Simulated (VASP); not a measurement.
Sb: single point with PBE exchange alone

Sb:

```
Sb
1.0
     2.15420    1.24373    3.75800
    -2.15420    1.24373    3.75800
     0.00000   -2.48746    3.75800
Sb
2
Direct
  0.76651 0.76651 0.76651
  0.23349 0.23349 0.23349
```

* Program: VASP 6.6.1
* Task: single point
* Functional: PBE exchange alone
* Potentials or basis: VASP PAW PBE potentials, release 64 (Sb_d_GW)
* Cutoff: 500 eV
* k mesh: 8 × 8 × 8
* Occupations: fermi-dirac, width 0.1 eV
* Spin: no spin polarisation
* Dipole correction: no
* Further INCAR settings: ALGO = Normal; EDIFF = 1e-06; NBANDS = 22

* Pressure: 12.3 GPa
* Largest force: 0.317 eV/Å
* Band gap on the k mesh: zero (bands 15 and 16 overlap by 0.25 eV)

Forces in eV/Å, atoms in the order of the input:
```
Sb   0.000  0.000 -0.317
Sb   0.000  0.000  0.317
```

Stress tensor (GPa, compression positive):
```
12.47  0.00  0.00
 0.00 12.47  0.00
 0.00  0.00 11.96
```

Levels at points of the mesh, in eV from the Fermi level:
```tsv
k point	band 12	band 13	band 14	band 15	band 16	band 17	band 18	band 19
(0.00, 0.00, 0.00)	-4.99	-2.15	-1.89	-1.89	2.04	2.60	2.60	5.27
(0.50, 0.00, 0.00)	-9.73	-2.00	-1.90	-0.38	-0.18	0.22	0.44	7.81
(0.50, 0.50, 0.00)	-8.11	-5.44	-3.80	-3.71	1.73	4.78	5.44	6.76
(0.50, 0.50, 0.50)	-9.08	-1.38	-1.38	-0.46	0.07	0.07	1.07	7.22
```

It took 37 s on 1 thread of Intel(R) Xeon(R) 6975P-C (Granite Rapids), with other jobs on the host, peak memory 0.25 GiB.

Caveat: the cell stands under pressure; spin-orbit coupling is left out, which moves the levels of the heavy elements.
